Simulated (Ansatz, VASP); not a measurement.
One calculation of Ba2C, two programs

INCAR

```
ALGO     = Normal         # electronic algorithm
DIPOL    = 0.5 0.5 0.500
EDIFF    = 1E-6           # SCF threshold, eV
ENCUT    = 520            # plane-wave cutoff, eV
GGA      = PE             # functional
IDIPOL   = 3            
ISIF     = 2              # what is computed and relaxed
ISMEAR   = 0              # smearing method
LASPH    = T              # aspherical terms in the spheres
LCHARG   = F              # write CHGCAR
LDIPOL   = T            
LREAL    = F              # projectors in reciprocal space
LWAVE    = F              # write WAVECAR
NBANDS   = 19             # bands
NELM     = 100            # most SCF steps
PREC     = Accurate       # precision mode
SIGMA    = 0.1            # smearing width, eV
```

Contents of KPOINTS:

```
k-points
0
Gamma
  4 4 1
```

The input POSCAR:

```
Ba2C
1.0
    4.0916300000      0.0000000000      0.0000000000
    0.0000000000      4.0916300000      0.0000000000
    0.0000000000      0.0000000000     18.0000000000
Ba C
2 1
Direct
    0.0000000000      0.0000000000      0.4127374800
    0.0000000000      0.0000000000      0.5872625200
    0.5000000000      0.5000000000      0.5000000000
```

Input for Ansatz:

```yaml
crystal:
  lattice:
    - [4.09163, 0.0, 0.0]
    - [0.0, 4.09163, 0.0]
    - [0.0, 0.0, 18.0]
  atoms:
    - { symbol: Ba, position: [0.0, 0.0, 0.41273748] }
    - { symbol: Ba, position: [0.0, 0.0, 0.58726252] }
    - { symbol: C, position: [0.5, 0.5, 0.5] }
  periodic: [true, true, false]
basis:
  ecutwfc: 420
kpoints:
  mp_grid: { grid: [4, 4, 1] }
hamiltonian:
  xc: pbe
scf:
  occupations: { method: gaussian, width: 0.1 }
  lower_state_search: "off"
output:
  forces: true
  stress: true
  eigenvalues: true
```

Alike in both runs: task single point; functional PBE; k mesh 4 × 4 × 1; occupations gaussian, width 0.1 eV; no spin polarisation.

```csv
,VASP,Ansatz
version,VASP 6.6.1,Ansatz 0.2.0
potentials or method,"VASP PAW PBE potentials, release 64 (Ba_sv, C), cutoff 520 eV","scalar-relativistic, plane waves, PAW"
valence electrons in the cell,24,24
```

Ansatz gave:

- gap on the k mesh at the Fermi level (eV): none
- rms of the force components (eV/Å): 0.012

Q: Estimate VASP's values.

A: gap on the k mesh at the Fermi level (eV): none; rms of the force components (eV/Å): 0.071.

Atom by atom the forces differ by 0.083 eV/Å (rms over components). A gap of «none» marks a metal or a gap that the smearing closes. Ansatz's warnings: slab cell height set.

The k mesh is coarse, so the values compare programs but aren't converged. Neither program's run includes spin-orbit coupling.
